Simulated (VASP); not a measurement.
# CS4N in VASP: a series of runs, part 2 of 2

VASP 6.6.1. Earlier steps stand in the parts before.

## Step 3: Single point, PBE

The input, INCAR:

```
SYSTEM = CS4N
  PREC = Accurate
  ENCUT = 520
  EDIFF = 1E-6
  ISMEAR = -1
  SIGMA = 0.1
  LREAL = .False.
  LASPH = .True.
  NELM = 100
  ALGO = Normal
  ISIF = 2
  LWAVE = .False.
  LCHARG = .False.
  GGA = PE
  NELECT = 65.0
  NBANDS = 45
```

The input, KPOINTS:

```
Automatic mesh
0
Gamma
  3 3 4
  0.5 0 0
```

The input, POSCAR:

```
CS4N
1.0
    6.6594770000      0.5040880000     -0.9885190000
   -0.0313820000      6.5121580000      0.6998650000
    0.8688820000      0.0330370000      5.3796800000
N S C
2 8 2
Direct
    0.6537780000      0.2622150000      0.8396960000
    0.4329440000      0.9923700000      0.9165150000
    0.0117400000      0.7036830000      0.5516500000
    0.9866480000      0.2614660000      0.5828720000
    0.8584290000      0.5572660000      0.0335790000
    0.2391670000      0.3333380000      0.0134510000
    0.4754360000      0.6214210000      0.6630640000
    0.8314740000      0.9780760000      0.1526820000
    0.3050300000      0.9998390000      0.4051820000
    0.5978990000      0.3076240000      0.3497080000
    0.6938090000      0.9518460000      0.6196990000
    0.4203330000      0.6574580000      0.1427400000
```

Potentials or basis: VASP PAW PBE potentials, release 64 (N, S, C).

Command:

```bash
cat potpaw_PBE.64/N/POTCAR potpaw_PBE.64/S/POTCAR potpaw_PBE.64/C/POTCAR > POTCAR
mpirun -np 1 vasp_std > vasp.out
```

OUTCAR:

```text
SYSTEM = CS4N
   PREC = Accurate
   ENCUT = 520
   EDIFF = 1E-6
   ISMEAR = -1
   LREAL = .False.
   LASPH = .True.
   NELM = 100
   ISIF = 2
   GGA = PE
   NELECT = 65.0

 ion  position               nearest neighbor table
   1  0.654  0.262  0.840-
   2  0.433  0.992  0.917-
   3  0.012  0.704  0.552-
   4  0.987  0.261  0.583-
   5  0.858  0.557  0.034-
   6  0.239  0.333  0.013-
   7  0.475  0.621  0.663-
   8  0.831  0.978  0.153-
   9  0.305  1.000  0.405-
[... 1114 lines left out ...]
  external PRESSURE =    -218.2706274 kB  Pullay stress =       0.0000000 kB

 VOLUME and BASIS-vectors are now :
 -----------------------------------------------------------------------------
  energy-cutoff  :      520.00
  volume of cell :      239.14
      direct lattice vectors                 reciprocal lattice vectors
     6.659477000  0.504088000 -0.988519000     0.146403117  0.003248889 -0.023665788
    -0.031382000  6.512158000  0.699865000    -0.011476707  0.153405657  0.000911549
     0.868882000  0.033037000  5.379680000     0.028394702 -0.019360196  0.181417474

 POSITION                                       TOTAL-FORCE (eV/Angst)
 -----------------------------------------------------------------------------------
      5.07519      2.06489      4.05454         0.603593     -0.807239     -0.285129
      3.64838      6.71099      5.19711         0.803070      0.324375     -0.152059
      0.53542      4.60664      3.44858        -0.575889      0.235702      0.355756
      7.06880      2.21932      2.34334        -0.450092      0.261763      0.652967
      5.72838      4.06284     -0.27792         0.048399      0.361078     -0.518502
      1.59395      2.29176      0.06923         0.062209      0.033483     -0.012970
      3.72278      4.30836      3.53201         0.400313      0.479866      0.525041
      5.63915      6.79357      0.68397        -0.893451     -0.673970      0.559024
      2.35202      6.67826      2.57797        -0.108603      0.023283      0.335262
      4.27590      2.31624      1.50558         0.408878      0.267929     -0.037772
      5.12898      6.56879      3.31410        -0.356097     -0.306751     -0.335593
      2.90259      4.49807      0.81252         0.057672     -0.199519     -1.086023
 -----------------------------------------------------------------------------------
    total drift:                               -0.000264     -0.000026      0.000008

  FREE ENERGIE OF THE ION-ELECTRON SYSTEM (eV)
  ---------------------------------------------------
  free  energy   TOTEN  =       -39.7541519215 eV

  energy  without entropy=      -39.3661111853  energy(sigma->0) =      -39.56013155
```

OSZICAR:

```text
N       E                     dE             d eps       ncg     rms          rms(c)
DAV:   1     0.311763845178E+03    0.31176E+03   -0.28121E+04  1710   0.124E+03
DAV:   2    -0.136165897037E+02   -0.32538E+03   -0.31180E+03  2276   0.217E+02
[... 10 lines left out ...]
DAV:  13    -0.397557423589E+02   -0.74594E-03   -0.17045E-02  2887   0.410E-01    0.377E-01
DAV:  14    -0.397542264297E+02    0.15159E-02   -0.46581E-03  2893   0.225E-01    0.903E-02
DAV:  15    -0.397541505784E+02    0.75851E-04   -0.64652E-04  2600   0.101E-01    0.415E-02
DAV:  16    -0.397541473860E+02    0.31924E-05   -0.83329E-05  2194   0.383E-02    0.194E-02
DAV:  17    -0.397541492154E+02   -0.18294E-05   -0.15868E-05  2752   0.158E-02    0.105E-02
DAV:  18    -0.397541515509E+02   -0.23355E-05   -0.31249E-06  1322   0.872E-03    0.480E-03
DAV:  19    -0.397541519215E+02   -0.37055E-06   -0.67790E-07  1115   0.422E-03
   1 F= -.39754152E+02 E0= -.39560132E+02  d E =-.388041E+00
```

stdout:

```text
POSCAR found type information on POSCAR N S C
 POSCAR found :  3 types and      12 ions
 scaLAPACK will be used
 LDA part: xc-table for (Slater+PW92), standard interpolation
 POSCAR, INCAR and KPOINTS ok, starting setup
 FFT: planning ... GRIDC
 FFT: planning ... GRID_SOFT
 FFT: planning ... GRID
 WAVECAR not read
 entering main loop
 the old and the new charge density differ
 old charge density:    66.00000 new   65.00000
    0.143E+01
```

Run time: 4.5 min. Hardware: 1 thread of AMD EPYC 7R13 (Zen 3), shared host; peak memory 0.36 GiB.

What came out:

```yaml
Free_energy: -39.7542 eV
Largest_force: 1.251 eV/Å
```

Forces in eV/Å, atoms in the order of the input:
```
N    0.604 -0.807 -0.285
N    0.803  0.324 -0.152
S   -0.576  0.236  0.356
S   -0.450  0.262  0.653
S    0.048  0.361 -0.519
S    0.062  0.033 -0.013
S    0.400  0.480  0.525
S   -0.893 -0.674  0.559
S   -0.109  0.023  0.335
S    0.409  0.268 -0.038
C   -0.356 -0.307 -0.336
C    0.058 -0.200 -1.086
```

Caveat: the cell carries a net charge on a neutralising background, which shifts energy and pressure; the cell is charged against a uniform background, so pressure and absolute levels hang on convention.
